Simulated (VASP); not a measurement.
Wanted: the native input for a VASP 6.6.1 run.

```yaml
Task: single point
Functional: r2SCAN
Dispersion: rVV10
Potentials_or_basis: VASP PAW PBE potentials, release 64 (Ti_sv, Te)
Cutoff: 520 eV
k_mesh: 4 × 4 × 4
Occupations: fermi-dirac, width 0.02 eV
Spin: no spin polarisation
Dipole_correction: no
Further_INCAR_settings: ALGO = Normal; EDIFF = 1e-06; NBANDS = 19
```

TiTe2:

```
CELL_PARAMETERS angstrom
0.00000 3.44012 3.44012
3.44012 0.00000 3.44012
3.44012 3.44012 0.00000
ATOMIC_POSITIONS crystal
Ti 0.00000 0.00000 0.00000
Te 0.25000 0.25000 0.25000
Te 0.75000 0.75000 0.75000
```

One way to write it, as run:

POSCAR

```
TiTe2
1.0
    0.0000000000      3.4401227243      3.4401227243
    3.4401227243      0.0000000000      3.4401227243
    3.4401227243      3.4401227243      0.0000000000
Ti Te
1 2
Direct
    0.0000000000      0.0000000000      0.0000000000
    0.2500000000      0.2500000000      0.2500000000
    0.7500000000      0.7500000000      0.7500000000
```

INCAR.step1

```
PREC = Accurate
ENCUT = 520
ISMEAR = -1
SIGMA = 0.02
LREAL = F
LASPH = T
NELM = 100
NBANDS = 19
GGA = PE
ALGO = Normal
EDIFF = 1E-4
LWAVE = T
LCHARG = F
```

INCAR.step2

```
PREC = Accurate
ENCUT = 520
EDIFF = 1E-6
ISMEAR = -1
SIGMA = 0.02
LREAL = F
LASPH = T
NELM = 100
ALGO = Normal
ISIF = 2
LWAVE = F
LCHARG = T
METAGGA = R2SCAN
LMIXTAU = T
LUSE_VDW = T
IVDW_NL = 2
BPARAM = 11.95
CPARAM = 0.0093
LELF = T
LVHAR = T
NBANDS = 19
ISTART = 1
```

KPOINTS

```
Automatic mesh
0
Gamma
  4 4 4
```

Potentials or basis: VASP PAW PBE potentials, release 64 (Ti_sv, Te).

Launch:

```bash
$ cat potpaw_PBE.64/Ti_sv/POTCAR potpaw_PBE.64/Te/POTCAR > POTCAR
$ cp INCAR.step1 INCAR
$ mpirun -np 1 vasp_std > vasp.out
$ cp INCAR.step2 INCAR
$ mpirun -np 1 vasp_std > vasp.out
```

Results of the run:

```yaml
Pressure: -0.2 GPa
Band_gap_on_the_k_mesh: zero (bands 12 and 13 overlap by 0.27 eV)
```

Caveat: the k points lie up to 0.40 Å⁻¹ apart; the structure was generated, so it needn't be the stable form of TiTe2; the PAW data sets were made with another functional, which shifts forces and pressure a little; spin-orbit coupling is left out, which moves the levels of the heavy elements.

Run time: 4.4 min on 1 thread of Intel Xeon 8259CL, on a shared host, peak memory 0.4 GiB.
